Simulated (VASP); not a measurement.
# NbN (Fm-3m) in VASP: a series of runs

NbN is run at these levels: PBE; tasks: electric field gradients.

Program: VASP 6.6.1. These are calculated values, not measurements. Logs are shortened: lines on timing, memory, paths and dates and some standing lists are left out, and cuts for length are marked.

### 1 The cell of the first run

The structure is cubic, space group Fm-3m (No. 225). Conventional cell: a = 4.299 Å, b = 4.299 Å, c = 4.299 Å, α = 90.00°, β = 90.00°, γ = 90.00°. Within 2.8 Å of Nb (site symmetry m-3m) lie 6 N at 2.15 Å. N (site symmetry m-3m) has 6 Nb at 2.15 Å within 2.8 Å.

### 2 Electric field gradients, PBE (9.93 Å³/atom)

Contents of INCAR:

```
PREC     = Accurate       # precision mode
ENCUT    = 520            # plane-wave cutoff, eV
EDIFF    = 1E-8           # SCF threshold, eV
ISMEAR   = -1             # smearing method
SIGMA    = 0.08           # smearing width, eV
LREAL    = F              # projectors in reciprocal space
LASPH    = T              # aspherical terms in the spheres
NELM     = 120            # most SCF steps
ALGO     = Normal         # electronic algorithm
ISIF     = 2              # what is computed and relaxed
LWAVE    = F              # write WAVECAR
LCHARG   = F              # write CHGCAR
GGA      = PE             # functional
LEFG     = T            
NBANDS   = 16             # bands
GGA_COMPAT= F
```

Contents of KPOINTS:

```
Automatic mesh
0
Gamma
  13 13 13
```

Contents of POSCAR:

```
NbN
1.0
    0.0000000000      2.1497017156      2.1497017156
    2.1497017156      0.0000000000      2.1497017156
    2.1497017156      2.1497017156      0.0000000000
Nb N
1 1
Direct
    0.5000000000      0.5000000000      0.5000000000
    0.0000000000      0.0000000000      0.0000000000
```

Potentials or basis: VASP PAW PBE potentials, release 64 (Nb_sv, N).

On the command line:

```sh
$ cat potpaw_PBE.64/Nb_sv/POTCAR potpaw_PBE.64/N/POTCAR > POTCAR
$ mpirun -np 1 vasp_std > vasp.out
```

OUTCAR:

```text
PREC = Accurate
   ENCUT = 520
   EDIFF = 1E-8
   ISMEAR = -1
   LREAL = F
   LASPH = T
   NELM = 120
   ISIF = 2
   GGA = PE

 ion  position               nearest neighbor table
   1  0.500  0.500  0.500-   2 2.15   2 2.15   2 2.15   2 2.15   2 2.15   2 2.15
   2  0.000  0.000  0.000-   1 2.15   1 2.15   1 2.15   1 2.15   1 2.15   1 2.15

  LATTYP: Found a face centered cubic cell.
 ALAT       =     4.2994034312

  Lattice vectors:

 A1 = (   0.0000000000,   2.1497017156,   2.1497017156)
 A2 = (   2.1497017156,   0.0000000000,   2.1497017156)
 A3 = (   2.1497017156,   2.1497017156,   0.0000000000)

Analysis of symmetry for initial positions (statically):
=====================================================================
 Subroutine PRICEL returns:
 Original cell was already a primitive cell.

 Routine SETGRP: Setting up the symmetry group for a
 face centered cubic supercell.

 Subroutine GETGRP returns: Found 48 space group operations
 (whereof 48 operations were pure point group operations)
 out of a pool of 48 trial point group operations.

The static configuration has the point symmetry O_h .

Analysis of symmetry for dynamics (positions and initial velocities):
=====================================================================
 Subroutine PRICEL returns:
 Original cell was already a primitive cell.

 Routine SETGRP: Setting up the symmetry group for a
 face centered cubic supercell.

 Subroutine GETGRP returns: Found 48 space group operations
 (whereof 48 operations were pure point group operations)
 out of a pool of 48 trial point group operations.

The dynamic configuration has the point symmetry O_h .

 Subroutine INISYM returns: Found 48 space group operations
 (whereof 48 operations are pure point group operations),
 and found     1 'primitive' translations

----------------------------------------------------------------------------------------

                                     Primitive cell

  volume of cell :      19.8685

  direct lattice vectors                    reciprocal lattice vectors
     0.000000000  2.149701716  2.149701716    -0.232590408  0.232590408  0.232590408
     2.149701716  0.000000000  2.149701716     0.232590408 -0.232590408  0.232590408
[... 123 lines left out ...]

 Free energy of the ion-electron system (eV)
  ---------------------------------------------------
  ext. energy  EPLUGINS =         0.00000000
  ---------------------------------------------------
  free energy    TOTEN  =       -20.39760617 eV

  energy without entropy =      -20.38213092  energy(sigma->0) =      -20.38986854

 E-fermi :  15.0874     XC(G=0): -13.7478

 val. band max:       15.0647271394   @ k =  -0.3077   0.0769   0.0000
 cond. band min:      15.1132030672   @ k =   0.3077   0.0000   0.0000
 fundamental gap:      0.0484759278
 Fermi energy:        15.0873653596

 k-point     1 :       0.0000    0.0000    0.0000
  band No.  band energies     occupation
      1     -41.3093      2.00000
      2     -16.8848      2.00000
      3     -16.8848      2.00000
      4     -16.8848      2.00000
      5      -2.9729      2.00000
      6      11.5387      2.00000
[... 433 lines left out ...]
      3     -17.1393      2.00000
      4     -17.0728      2.00000
      5      -0.7822      2.00000
      6       6.3937      2.00000
[... 8 lines left out ...]
     15      28.0285      0.00000
     16      29.0296      0.00000

 [... further k-points ...]

------------------------ aborting loop because EDIFF is reached ----------------------------------------

  FORCE on cell =-STRESS in cart. coord.  units (eV):
  Direction    XX          YY          ZZ          XY          YZ          ZX
  --------------------------------------------------------------------------------------
  -------------------------------------------------------------------------------------
  Total        3.7537284      3.7537284      3.7537284      0.0000000      0.0000000      0.0000000
  in kB      302.6974914    302.6974914    302.6974914      0.0000000      0.0000000      0.0000000
  external PRESSURE =     302.6974914 kB  Pullay stress =       0.0000000 kB

 VOLUME and BASIS-vectors are now :
 -----------------------------------------------------------------------------
  energy-cutoff  :      520.00
  volume of cell :       19.87
      direct lattice vectors                 reciprocal lattice vectors
     0.000000000  2.149701716  2.149701716    -0.232590408  0.232590408  0.232590408
     2.149701716  0.000000000  2.149701716     0.232590408 -0.232590408  0.232590408
     2.149701716  2.149701716  0.000000000     0.232590408  0.232590408 -0.232590408

 POSITION                                       TOTAL-FORCE (eV/Angst)
 -----------------------------------------------------------------------------------
      2.14970      2.14970      2.14970         0.000000      0.000000      0.000000
      0.00000      0.00000      0.00000        -0.000000     -0.000000     -0.000000
 -----------------------------------------------------------------------------------
    total drift:                                0.000000     -0.000000      0.000000

  FREE ENERGIE OF THE ION-ELECTRON SYSTEM (eV)
  ---------------------------------------------------
  free  energy   TOTEN  =       -20.3976061658 eV

  energy  without entropy=      -20.3821309185  energy(sigma->0) =      -20.38986854

 Electric field gradients (V/A^2)
---------------------------------------------------------------------
 ion       V_xx      V_yy      V_zz      V_xy      V_xz      V_yz
---------------------------------------------------------------------
   1      -0.000    -0.000     0.000     0.000     0.000     0.000
   2      -0.000     0.000    -0.000    -0.000    -0.000    -0.000
---------------------------------------------------------------------

 Electric field gradients after diagonalization (V/A^2)
 (convention: |V_zz| > |V_xx| > |V_yy|)
----------------------------------------------------------------------
 ion       V_xx      V_yy      V_zz     asymmetry (V_yy - V_xx)/ V_zz
----------------------------------------------------------------------
   1      -0.000    -0.000     0.001       0.000
   2       0.000     0.000    -0.001       0.000
----------------------------------------------------------------------

           NMR quadrupolar parameters

 Cq : quadrupolar parameter    Cq=e*Q*V_zz/h
 eta: asymmetry parameters     (V_yy - V_xx)/ V_zz
 Q  : nuclear electric quadrupole moment in mb (millibarn)
----------------------------------------------------------------------
 ion       Cq(MHz)       eta       Q (mb)
----------------------------------------------------------------------
   1       0.000       0.000       1.000
   2      -0.000       0.000       1.000
----------------------------------------------------------------------
```

OSZICAR:

```text
N       E                     dE             d eps       ncg     rms          rms(c)
DAV:   1     0.150088590680E+03    0.15009E+03   -0.10284E+04  2704   0.121E+03
DAV:   2    -0.150118855443E+02   -0.16510E+03   -0.15846E+03  3240   0.408E+02
DAV:   3    -0.237108986338E+02   -0.86990E+01   -0.85865E+01  4864   0.770E+01
DAV:   4    -0.238308122968E+02   -0.11991E+00   -0.11977E+00  3184   0.739E+00
DAV:   5    -0.238333091439E+02   -0.24968E-02   -0.24967E-02  3784   0.110E+00    0.137E+01
DAV:   6    -0.205038886877E+02    0.33294E+01   -0.86605E+00  4056   0.317E+01    0.479E+00
DAV:   7    -0.204095414528E+02    0.94347E-01   -0.55441E-01  3320   0.764E+00    0.302E+00
DAV:   8    -0.204018861854E+02    0.76553E-02   -0.12617E-01  4256   0.365E+00    0.110E+00
DAV:   9    -0.203973230062E+02    0.45632E-02   -0.18073E-02  3512   0.146E+00    0.370E-01
DAV:  10    -0.203976318571E+02   -0.30885E-03   -0.12881E-03  2968   0.454E-01    0.798E-02
DAV:  11    -0.203976028682E+02    0.28989E-04   -0.79825E-05  3528   0.849E-02    0.267E-02
DAV:  12    -0.203976058213E+02   -0.29532E-05   -0.43712E-06  3648   0.241E-02    0.430E-03
DAV:  13    -0.203976059776E+02   -0.15625E-06   -0.45781E-07  3600   0.964E-03    0.303E-03
DAV:  14    -0.203976061747E+02   -0.19710E-06   -0.64370E-08  3312   0.261E-03    0.280E-04
DAV:  15    -0.203976061658E+02    0.89060E-08   -0.20683E-09  2184   0.772E-04
   1 F= -.20397606E+02 E0= -.20389869E+02  d E =-.154752E-01
```

stdout:

```text
POSCAR found type information on POSCAR NbN
 POSCAR found :  2 types and       2 ions
 scaLAPACK will be used
 LDA part: xc-table for (Slater+PW92), standard interpolation
 POSCAR, INCAR and KPOINTS ok, starting setup
 FFT: planning ... GRIDC
 FFT: planning ... GRID_SOFT
 FFT: planning ... GRID
 WAVECAR not read
 entering main loop
ion   1

ion   2
```

Wall time 14 s (1 thread of Intel Xeon Platinum 8375C at 2.90GHz (Ice Lake), shared host); peak memory 0.15 GiB.

Results:

- Free energy: -20.3976 eV
- Pressure: 30.3 GPa
- Band gap on the k mesh: zero (bands 9 and 10 overlap by 3.77 eV)
- Largest electric field gradient by atom: under 0.05 V/Å² on every atom

Levels at points of the mesh, in eV from the Fermi level:
```tsv
k point	band 6	band 7	band 8	band 9	band 10	band 11	band 12	band 13
(0.00, 0.00, 0.00)	-3.55	-3.55	-3.55	-2.20	-2.20	-2.20	-0.15	-0.15
```

Caveat: the cell stands under pressure.

### 3 Electric field gradients, PBE (10.15 Å³/atom)

This run uses another cell than the first one, of 10.15 Å³/atom.

Contents of INCAR:

```
PREC = Accurate
ENCUT = 520
EDIFF = 1E-8
ISMEAR = -1
SIGMA = 0.08
LREAL = F
LASPH = T
NELM = 120
ALGO = Normal
ISIF = 2
LWAVE = F
LCHARG = F
GGA = PE
LEFG = T
NBANDS = 16
GGA_COMPAT = F
```

Contents of KPOINTS:

```
regular mesh
0
Gamma
  13 13 13
```

Contents of POSCAR:

```
NbN
1.0
    0.0000000000      2.1648409588      2.1648409588
    2.1648409588      0.0000000000      2.1648409588
    2.1648409588      2.1648409588      0.0000000000
Nb N
1 1
Direct
    0.5000000000      0.5000000000      0.5000000000
    0.0000000000      0.0000000000      0.0000000000
```

Potentials or basis: VASP PAW PBE potentials, release 64 (Nb_sv, N).

On the command line:

```sh
$ cat potpaw_PBE.64/Nb_sv/POTCAR potpaw_PBE.64/N/POTCAR > POTCAR
$ mpirun -np 1 vasp_std > vasp.out
```

OUTCAR:

```text
PREC = Accurate
   ENCUT = 520
   EDIFF = 1E-8
   ISMEAR = -1
   LREAL = F
   LASPH = T
   NELM = 120
   ISIF = 2
   GGA = PE

 ion  position               nearest neighbor table
   1  0.500  0.500  0.500-   2 2.16   2 2.16   2 2.16   2 2.16   2 2.16   2 2.16
   2  0.000  0.000  0.000-   1 2.16   1 2.16   1 2.16   1 2.16   1 2.16   1 2.16

  LATTYP: Found a face centered cubic cell.
 ALAT       =     4.3296819176

  Lattice vectors:

 A1 = (   0.0000000000,   2.1648409588,   2.1648409588)
 A2 = (   2.1648409588,   0.0000000000,   2.1648409588)
 A3 = (   2.1648409588,   2.1648409588,   0.0000000000)

Analysis of symmetry for initial positions (statically):
=====================================================================
 Subroutine PRICEL returns:
 Original cell was already a primitive cell.

 Routine SETGRP: Setting up the symmetry group for a
 face centered cubic supercell.

 Subroutine GETGRP returns: Found 48 space group operations
 (whereof 48 operations were pure point group operations)
 out of a pool of 48 trial point group operations.

The static configuration has the point symmetry O_h .

Analysis of symmetry for dynamics (positions and initial velocities):
=====================================================================
 Subroutine PRICEL returns:
 Original cell was already a primitive cell.

 Routine SETGRP: Setting up the symmetry group for a
 face centered cubic supercell.

 Subroutine GETGRP returns: Found 48 space group operations
 (whereof 48 operations were pure point group operations)
 out of a pool of 48 trial point group operations.

The dynamic configuration has the point symmetry O_h .

[... 156 lines left out ...]
      3     -17.2730      2.00000
      4     -17.2730      2.00000
      5      -3.1912      2.00000
      6      11.2489      2.00000
[... 433 lines left out ...]
      3     -17.5103      2.00000
      4     -17.4488      2.00000
      5      -1.0708      2.00000
      6       6.1749      2.00000
[... 8 lines left out ...]
     15      27.4051      0.00000
     16      28.5420      0.00000

 [... further k-points ...]

------------------------ aborting loop because EDIFF is reached ----------------------------------------

  FORCE on cell =-STRESS in cart. coord.  units (eV):
  Direction    XX          YY          ZZ          XY          YZ          ZX
  --------------------------------------------------------------------------------------
  -------------------------------------------------------------------------------------
  Total        2.7231172      2.7231172      2.7231172      0.0000000      0.0000000      0.0000000
  in kB      215.0150828    215.0150828    215.0150828      0.0000000      0.0000000      0.0000000
  external PRESSURE =     215.0150828 kB  Pullay stress =       0.0000000 kB

 VOLUME and BASIS-vectors are now :
 -----------------------------------------------------------------------------
  energy-cutoff  :      520.00
  volume of cell :       20.29
      direct lattice vectors                 reciprocal lattice vectors
     0.000000000  2.164840959  2.164840959    -0.230963849  0.230963849  0.230963849
     2.164840959  0.000000000  2.164840959     0.230963849 -0.230963849  0.230963849
     2.164840959  2.164840959  0.000000000     0.230963849  0.230963849 -0.230963849

 POSITION                                       TOTAL-FORCE (eV/Angst)
 -----------------------------------------------------------------------------------
      2.16484      2.16484      2.16484        -0.000000      0.000000      0.000000
      0.00000      0.00000      0.00000         0.000000     -0.000000     -0.000000
 -----------------------------------------------------------------------------------
    total drift:                                0.000000     -0.000000      0.000000

  FREE ENERGIE OF THE ION-ELECTRON SYSTEM (eV)
  ---------------------------------------------------
  free  energy   TOTEN  =       -20.4662330847 eV

  energy  without entropy=      -20.4501251677  energy(sigma->0) =      -20.45817913

 Electric field gradients (V/A^2)
---------------------------------------------------------------------
 ion       V_xx      V_yy      V_zz      V_xy      V_xz      V_yz
---------------------------------------------------------------------
   1       0.000    -0.000    -0.000     0.000     0.000     0.000
   2       0.000    -0.000     0.000    -0.000    -0.000    -0.000
---------------------------------------------------------------------

 Electric field gradients after diagonalization (V/A^2)
 (convention: |V_zz| > |V_xx| > |V_yy|)
----------------------------------------------------------------------
 ion       V_xx      V_yy      V_zz     asymmetry (V_yy - V_xx)/ V_zz
----------------------------------------------------------------------
   1      -0.000    -0.000     0.001       0.000
   2       0.000     0.000    -0.000       0.000
----------------------------------------------------------------------

           NMR quadrupolar parameters

 Cq : quadrupolar parameter    Cq=e*Q*V_zz/h
 eta: asymmetry parameters     (V_yy - V_xx)/ V_zz
 Q  : nuclear electric quadrupole moment in mb (millibarn)
----------------------------------------------------------------------
 ion       Cq(MHz)       eta       Q (mb)
----------------------------------------------------------------------
   1       0.000       0.000       1.000
   2      -0.000       0.000       1.000
----------------------------------------------------------------------
```

stdout:

```text
POSCAR found type information on POSCAR NbN
 POSCAR found :  2 types and       2 ions
 scaLAPACK will be used
 LDA part: xc-table for (Slater+PW92), standard interpolation
 POSCAR, INCAR and KPOINTS ok, starting setup
 FFT: planning ... GRIDC
 FFT: planning ... GRID_SOFT
 FFT: planning ... GRID
 WAVECAR not read
 entering main loop
ion   1

ion   2
```

Run time: 16 s. Hardware: 1 thread of Intel Xeon Platinum 8375C at 2.90GHz (Ice Lake), shared host; peak memory 0.16 GiB.

What came out:

| Property | Result |
| --- | --- |
| Free energy | -20.4662 eV |
| Pressure | 21.5 GPa |
| Band gap on the k mesh | zero (bands 9 and 10 overlap by 3.65 eV) |
| Largest electric field gradient by atom | under 0.05 V/Å² on every atom |

Levels at points of the mesh, in eV from the Fermi level:
| k point | band 7 | band 8 | band 9 | band 10 | band 11 | band 12 |
| --- | --- | --- | --- | --- | --- | --- |
| (0.00, 0.00, 0.00) | -3.48 | -3.48 | -2.14 | -2.14 | -2.14 | -0.15 |

Caveat: the cell stands under pressure.

(Continued in part 2 of 2.)

The gap in the log of VASP goes by the Fermi energy; the results here count the filled bands.